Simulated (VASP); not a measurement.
Runs of VASP 6.6.1 on Sb. The structure is that of space group Pm-3m (No. 221), or close to it. The cells are those of the table. 

| level | cell | k mesh | gap on the mesh (eV) | pressure (GPa) |
| --- | --- | --- | --- | --- |
| PBEsol | a = 2.610 Å, 1 atom | 16 × 16 × 16 | none | 92.9 |
| PBEsol | a = 3.160 Å, 1 atom | 14 × 14 × 14 | none | (b) |
| r2SCAN | a = 3.064 Å, 1 atom | 14 × 14 × 14 | none | 1.4 |
| r2SCAN | a = 3.283 Å, 1 atom | 14 × 14 × 14 | none | (a) |
| PBEsol | a = 3.193, b = 3.240, c = 3.311 Å, angles 87.9, 89.1, 91.8°, 1 atom | 12 × 12 × 12 | none | -7.2 |

Alike in all rows: task single point; potentials or basis VASP PAW PBE potentials, release 64 (Sb); no spin polarisation; cutoff (eV) 520; smearing gaussian 0.1 eV.

**Question.** Estimate the missing entries.

**Answer.** (a) -7.3; (b) -4.7.

Caveats: the PAW data sets were made with another functional, which shifts forces and pressure a little; spin-orbit coupling is left out, which moves the levels of the heavy elements.

A k mesh can miss the band edges, and the runs leave out spin-orbit coupling on Sb.

A gap of «none» marks levels without a gap at the run's occupations.
